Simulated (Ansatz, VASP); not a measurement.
CaS: VASP beside Ansatz

File POSCAR:

```
CaS
1.0
    0.0000000000      2.8760844023      2.8760844023
    2.8760844023      0.0000000000      2.8760844023
    2.8760844023      2.8760844023      0.0000000000
Ca S
1 1
Direct
    0.0000000000      0.0000000000      0.0000000000
    0.5000000000      0.5000000000      0.5000000000
```

File INCAR.step1:

```
  PREC = Accurate
  ENCUT = 550
  ISMEAR = 0
  SIGMA = 0.02
  LREAL = False
  LASPH = True
  NELM = 120
  NBANDS = 15
  GGA = PE
  ALGO = Normal
  EDIFF = 1E-5
  LWAVE = True
  LCHARG = False
  GGA_COMPAT = False
```

The input INCAR.step2:

```
  PREC = Accurate
  ENCUT = 550
  EDIFF = 1E-6
  ISMEAR = 0
  SIGMA = 0.02
  LREAL = False
  LASPH = True
  NELM = 120
  ALGO = Normal
  ISIF = 2
  LWAVE = False
  LCHARG = True
  METAGGA = R2SCAN
  LMIXTAU = True
  LELF = True
  LVHAR = True
  NBANDS = 15
  ISTART = 1
  GGA_COMPAT = False
```

Contents of KPOINTS:

```
regular mesh
0
Gamma
  8 8 8
```

Input for Ansatz:

```yaml
crystal:
  lattice:
    - [0.0, 2.8760844023, 2.8760844023]
    - [2.8760844023, 0.0, 2.8760844023]
    - [2.8760844023, 2.8760844023, 0.0]
  atoms:
    - { symbol: Ca, position: [0.0, 0.0, 0.0] }
    - { symbol: S, position: [0.5, 0.5, 0.5] }
basis:
  ecutwfc: 500
kpoints:
  mp_grid: { grid: [8, 8, 8] }
hamiltonian:
  xc: r2scan
scf:
  occupations: { method: gaussian, width: 0.02 }
output:
  forces: true
  stress: true
  eigenvalues: true
```

Alike in both runs: task single point; functional r2SCAN; k mesh 8 × 8 × 8; occupations gaussian, width 0.02 eV; no spin polarisation.

|  | VASP | Ansatz |
| --- | --- | --- |
| version | VASP 6.6.1 | Ansatz 0.2.0 |
| potentials or method | VASP PAW PBE potentials, release 64 (Ca_sv, S), cutoff 550 eV | scalar-relativistic, plane waves, PAW |
| valence electrons in the cell | 16 | 16 |

```tsv
	VASP	Ansatz	Ansatz less VASP
gap on the k mesh at the Fermi level (eV)	2.87	2.87	-0.004
least direct gap on the mesh (eV)	3.67	3.67	-0.001
pressure (GPa)	-1.4	-1.7	-0.27
```

VASP's potentials were made for PBE, not for r2SCAN. With one functional, cell and mesh, what is left measures potentials, basis and numerics.
